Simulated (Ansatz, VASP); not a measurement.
## Mg4O: VASP beside Ansatz

```xyz
5
Lattice="3.1466 0.0000 0.0000 0.0000 5.0389 0.0000 0.0000 0.0000 20.5846" Properties=species:S:1:pos:R:3 pbc="T T T"
Mg    0.0000    3.7792    4.0000
Mg    1.5733    1.2597    4.9083
Mg    1.5733    3.7792    6.8054
Mg    0.0000    1.2597    7.5846
O     0.3933    1.8896    9.8146
```

Alike in both runs: task single point; functional LDA; k mesh 8 × 5 × 1; occupations gaussian, width 0.1 eV; no spin polarisation.

|  | VASP | Ansatz |
| --- | --- | --- |
| version | VASP 6.6.1 | Ansatz 0.2.0 |
| potentials or method | VASP PAW LDA potentials, release 64 (Mg, O), cutoff 520 eV | scalar-relativistic, plane waves, PAW |
| valence electrons in the cell | 14 | 46 |

VASP gave:

| Item | Value |
| --- | --- |
| gap on the k mesh at the Fermi level (eV) | none |
| rms of the force components (eV/Å) | 1.021 |
| work function, face that differs most (eV) | 3.54 |

Question: Which values does Ansatz return?

Answer: gap on the k mesh at the Fermi level (eV): none; rms of the force components (eV/Å): 1.021; work function, face that differs most (eV): 3.53.

LDA's correlation is that of Perdew and Zunger in VASP and of Perdew and Wang (1992) in Ansatz. Atom by atom the forces differ by 0.008 eV/Å (rms over components). A gap of «none» marks a metal or a gap that the smearing closes. VASP's potentials hold 14 valence electrons a cell and Ansatz's 46, so a difference there can come from the potentials and not from the codes.
